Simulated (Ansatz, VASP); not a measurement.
# InP in VASP and in Ansatz

```
In P
1.0
     0.00000    2.75196    2.75196
     2.75196    0.00000    2.75196
     2.75196    2.75196    0.00000
In P
1 1
Cartesian
  0.0000 0.0000 0.0000
  2.7520 2.7520 2.7520
```

Change from the starting cell: volume scaled by 0.98.

Alike in both runs: task single point; functional PBE; k mesh 14 × 14 × 14; occupations fermi-dirac, width 0.08 eV; no spin polarisation.

```csv
,VASP,Ansatz
version,VASP 6.6.1,Ansatz 0.2.0
potentials or method,"VASP PAW PBE potentials, release 64 (In_d, P), cutoff 520 eV","all-electron LAPW, scalar-relativistic"
```

```csv
,VASP,Ansatz,Ansatz less VASP
pressure (GPa),1.5,1.6,+0.05
```

Ansatz ran all-electron here, and VASP with PAW potentials.
